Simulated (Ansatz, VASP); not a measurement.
## Two plane-wave programs on TaN

File INCAR:

```
PREC = Accurate ; ENCUT = 520
EDIFF = 1E-6 ; ISMEAR = 0
SIGMA = 0.15 ; LREAL = False
LASPH = True ; NELM = 60
ALGO = Normal ; ISIF = 2
LWAVE = False ; LCHARG = False
NBANDS = 15
```

The input KPOINTS:

```
regular mesh
0
Gamma
  18 18 18
```

The input POSCAR:

```
TaN
1.0
    0.0000000000      2.0700500000      2.0700500000
    2.0700500000      0.0000000000      2.0700500000
    2.0700500000      2.0700500000      0.0000000000
Ta N
1 1
Direct
    0.5000000000      0.5000000000      0.5000000000
    0.0000000000      0.0000000000      0.0000000000
```

Input for Ansatz:

```yaml
crystal:
  lattice:
    - [0.0, 2.07005, 2.07005]
    - [2.07005, 0.0, 2.07005]
    - [2.07005, 2.07005, 0.0]
  atoms:
    - { symbol: Ta, position: [0.5, 0.5, 0.5] }
    - { symbol: "N", position: [0.0, 0.0, 0.0] }
basis:
  ecutwfc: 420
kpoints:
  mp_grid: { grid: [18, 18, 18] }
hamiltonian:
  xc: lda
scf:
  occupations: { method: gaussian, width: 0.15 }
output:
  forces: true
  stress: true
  eigenvalues: true
```

Change from the starting cell: strain -0.050 along x and y, -0.050 along z, atoms carried along.

Alike in both runs: task single point; functional LDA; k mesh 18 × 18 × 18; occupations gaussian, width 0.15 eV; no spin polarisation.

|  | VASP | Ansatz |
| --- | --- | --- |
| version | VASP 6.6.1 | Ansatz 0.2.0 |
| potentials or method | VASP PAW LDA potentials, release 64 (Ta_pv, N), cutoff 520 eV | scalar-relativistic, plane waves, PAW |
| valence electrons in the cell | 16 | 18 |

Ansatz gave:

| Item | Value |
| --- | --- |
| gap on the k mesh at the Fermi level (eV) | none |
| pressure (GPa) | 76.3 |

Estimate VASP's values.

gap on the k mesh at the Fermi level (eV): none; pressure (GPa): 80.1.

LDA's correlation is that of Perdew and Zunger in VASP and of Perdew and Wang (1992) in Ansatz. A gap of «none» marks a metal or a gap that the smearing closes. Both programs put the cell under a high pressure, so it lies far from rest at this level. VASP's potentials hold 16 valence electrons a cell and Ansatz's 18, so a difference there can come from the potentials and not from the codes.

Spin-orbit coupling is off throughout. Noted on VASP's run: the cell as given lies far from equilibrium.
